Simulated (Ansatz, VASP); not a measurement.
**TiO: VASP beside Ansatz**

```
CELL_PARAMETERS angstrom
2.74210 0.00000 0.00000
-1.37105 2.37473 0.00000
0.00000 0.00000 2.90550
ATOMIC_POSITIONS crystal
Ti 0.66667 0.33333 0.00000
O 0.00000 0.00000 0.50000
```

Alike in both runs: task single point; functional PBEsol; k mesh 18 × 18 × 16; occupations gaussian, width 0.15 eV; no spin polarisation.

|  | VASP | Ansatz |
| --- | --- | --- |
| version | VASP 6.6.1 | Ansatz 0.2.0 |
| potentials or method | VASP PAW PBE potentials, release 64 (Ti_sv, O), cutoff 520 eV | scalar-relativistic, plane waves, PAW |
| valence electrons in the cell | 18 | 18 |

Ansatz gave:

- gap on the k mesh at the Fermi level (eV): none
- pressure (GPa): -2.3
- traceless stress, the component that is largest in VASP (GPa): -15.98

Problem. What did VASP give for the same quantities?

Solution. gap on the k mesh at the Fermi level (eV): none; pressure (GPa): -1.6; traceless stress, the component that is largest in VASP (GPa): -15.77.

VASP's potentials were made for PBE, not for PBEsol, and Ansatz warns of the same on its side. A gap of «none» marks a metal or a gap that the smearing closes. The functional is the same, so the differences come from potentials, cutoffs and numerics.
